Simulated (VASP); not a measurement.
Here is a VASP 6.6.1 calculation.

INCAR

```
SYSTEM = GaSb
PREC = Accurate
ENCUT = 520
EDIFF = 1E-6
ISMEAR = -1
SIGMA = 0.05
LREAL = .False.
LASPH = .True.
NELM = 60
ALGO = Normal
ISIF = 2
LWAVE = .False.
LCHARG = .False.
GGA = PS
NBANDS = 16
```

Contents of KPOINTS:

```
Automatic mesh
0
Gamma
  10 10 10
  0 0 0
```

File POSCAR:

```
GaSb
1.0
   -2.6972256977      2.6972256977      1.5582344802
    2.6972256977     -2.6972256977      1.5582344802
    2.6972256977      2.6972256977     -1.5582344802
Sb Ga
1 1
Direct
    0.0000000000      0.0000000000      0.0000000000
    0.7500000000      0.2500000000      0.5000000000
```

Potentials or basis: VASP PAW PBE potentials, release 64 (Sb, Ga_d).

Command:

```console
$ cat potpaw_PBE.64/Sb/POTCAR potpaw_PBE.64/Ga_d/POTCAR > POTCAR
$ mpirun -np 1 vasp_std > vasp.out
```

Task: Estimate the band gap on the k mesh.

Result: Zero (band 9 reaches 8.91 eV, above the bottom of band 10 at 4.17 eV).

Task: What does it give for the pressure?

Result: 0.5 GPa.

Stress tensor (GPa, compression positive):
```
 0.91  0.00  0.00
 0.00  0.91  0.00
 0.00  0.00 -0.20
```

Caveat: the PAW data sets were made with another functional, which shifts forces and pressure a little; spin-orbit coupling is left out, which moves the levels of the heavy elements.
